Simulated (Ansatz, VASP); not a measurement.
**Two plane-wave programs on Pt**

Contents of INCAR:

```
PREC = Accurate ; ENCUT = 520
EDIFF = 1E-7 ; ISMEAR = 0
SIGMA = 0.1 ; LREAL = False
LASPH = True ; NELM = 60
ALGO = Fast ; ISIF = 2
LWAVE = False ; LCHARG = False
LDIPOL = True ; IDIPOL = 3
DIPOL = 0.5 0.5 0.500 ; GGA = PE
NBANDS = 50
```

File KPOINTS:

```
Automatic mesh
0
Gamma
  12 9 1
```

File POSCAR:

```
Pt
1.0
    2.8072933488      0.0000000000      0.0000000000
    0.0000000000      3.9701123274      0.0000000000
    0.0000000000      0.0000000000     24.8255267207
Pt
8
Direct
    0.5000000000      0.5000000000      0.3021083937
    0.0000000000      0.0000000000      0.3586488526
    0.5000000000      0.5000000000      0.4151893116
    0.0000000000      0.0000000000      0.4717297705
    0.5000000000      0.5000000000      0.5282702295
    0.0000000000      0.0000000000      0.5848106884
    0.5000000000      0.5000000000      0.6413511474
    0.0000000000      0.0000000000      0.6978916063
```

Input for Ansatz:

```yaml
crystal:
  lattice:
    - [2.8072933488, 0.0, 0.0]
    - [0.0, 3.9701123274, 0.0]
    - [0.0, 0.0, 24.8255267207]
  atoms:
    - { symbol: Pt, position: [0.5, 0.5, 0.3021083937] }
    - { symbol: Pt, position: [0.0, 0.0, 0.3586488526] }
    - { symbol: Pt, position: [0.5, 0.5, 0.4151893116] }
    - { symbol: Pt, position: [0.0, 0.0, 0.4717297705] }
    - { symbol: Pt, position: [0.5, 0.5, 0.5282702295] }
    - { symbol: Pt, position: [0.0, 0.0, 0.5848106884] }
    - { symbol: Pt, position: [0.5, 0.5, 0.6413511474] }
    - { symbol: Pt, position: [0.0, 0.0, 0.6978916063] }
basis:
  ecutwfc: 420
kpoints:
  mp_grid: { grid: [12, 9, 1] }
hamiltonian:
  xc: pbe
scf:
  occupations: { method: gaussian, width: 0.1 }
output:
  forces: true
  eigenvalues: true
  write_density: true
  write_potential: true
  elf: true
  volumetric_format: npy
efield:
  axis: 3
  dipole_correction: true
  ramp_width: 0.04
```

Alike in both runs: task single point; functional PBE; k mesh 12 × 9 × 1; occupations gaussian, width 0.1 eV; no spin polarisation.

|  | VASP | Ansatz |
| --- | --- | --- |
| version | VASP 6.6.1 | Ansatz 0.2.0 |
| potentials or method | VASP PAW PBE potentials, release 64 (Pt), cutoff 520 eV | scalar-relativistic, plane waves, PAW |
| valence electrons in the cell | 80 | 144 |

Ansatz gave:

| Item | Value |
| --- | --- |
| gap on the k mesh at the Fermi level (eV) | none |
| rms of the force components (eV/Å) | 0.363 |

Q: Which values does VASP return?

A: gap on the k mesh at the Fermi level (eV): none; rms of the force components (eV/Å): 0.364.

Atom by atom the forces differ by 0.007 eV/Å (rms over components). A gap of «none» marks a metal or a gap that the smearing closes. With one functional, cell and mesh, what is left measures potentials, basis and numerics. VASP's potentials hold 80 valence electrons a cell and Ansatz's 144, so a difference there can come from the potentials and not from the codes. Ansatz's warnings: xc potential rough in thin density.

Neither program's run includes spin-orbit coupling.
